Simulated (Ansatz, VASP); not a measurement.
SiC2: VASP beside Ansatz

File INCAR:

```
ALGO = Normal
EDIFF = 1E-6
ENCUT = 520
GGA = PE
ISIF = 2
ISMEAR = 0
ISPIN = 2
LASPH = True
LCHARG = True
LELF = True
LORBIT = 11
LREAL = False
LVHAR = True
LWAVE = False
MAGMOM = 0 1 1
NBANDS = 17
NELM = 150
PREC = Accurate
SIGMA = 0.1
```

The input KPOINTS:

```
k-points
0
Gamma
  6 6 6
```

POSCAR

```
SiC2
1.0
    1.4560370494      0.8406433824      3.6402794631
   -1.4560370494      0.8406433824      3.6402794631
    0.0000000000     -1.6812867649      3.6402794631
Si C
1 2
Direct
    0.0000000000      0.0000000000      0.0000000000
    0.4381728425      0.4381728425      0.4381728425
    0.5618271575      0.5618271575      0.5618271575
```

Input for Ansatz:

```yaml
crystal:
  lattice:
    - [1.4560370494, 0.8406433824, 3.6402794631]
    - [-1.4560370494, 0.8406433824, 3.6402794631]
    - [0.0, -1.6812867649, 3.6402794631]
  atoms:
    - { symbol: Si, position: [0.0, 0.0, 0.0] }
    - { symbol: C, position: [0.4381728425, 0.4381728425, 0.4381728425], spin: 1.0 }
    - { symbol: C, position: [0.5618271575, 0.5618271575, 0.5618271575], spin: 1.0 }
basis:
  ecutwfc: 420
kpoints:
  mp_grid: { grid: [6, 6, 6] }
hamiltonian:
  xc: pbe
scf:
  occupations: { method: gaussian, width: 0.1 }
  lower_state_search: "off"
output:
  forces: true
  stress: true
  eigenvalues: true
  populations: true
magnetization:
  spin_polarized: true
```

Alike in both runs: task single point; functional PBE; k mesh 6 × 6 × 6; occupations gaussian, width 0.1 eV; collinear spin.

|  | VASP | Ansatz |
| --- | --- | --- |
| version | VASP 6.6.1 | Ansatz 0.2.0 |
| potentials or method | VASP PAW PBE potentials, release 64 (Si, C), cutoff 520 eV | scalar-relativistic, plane waves, PAW |
| valence electrons in the cell | 12 | 12 |

```csv
,VASP,Ansatz,Ansatz less VASP
gap on the k mesh at the Fermi level (eV),none,none,-
pressure (GPa),0.2,0.1,-0.16
"traceless stress, the component that is largest in VASP (GPa)",0.27,-0.06,-0.331
rms of the force components (eV/Å),0.029,0.001,-0.0286
net moment per atom (μB),0.00,0.00,0.000
```

Atom by atom the forces differ by 0.029 eV/Å (rms over components). A gap of «none» marks a metal or a gap that the smearing closes. Ansatz's warnings: seeded moment not kept.

The k mesh is coarse, so the values compare programs but aren't converged.
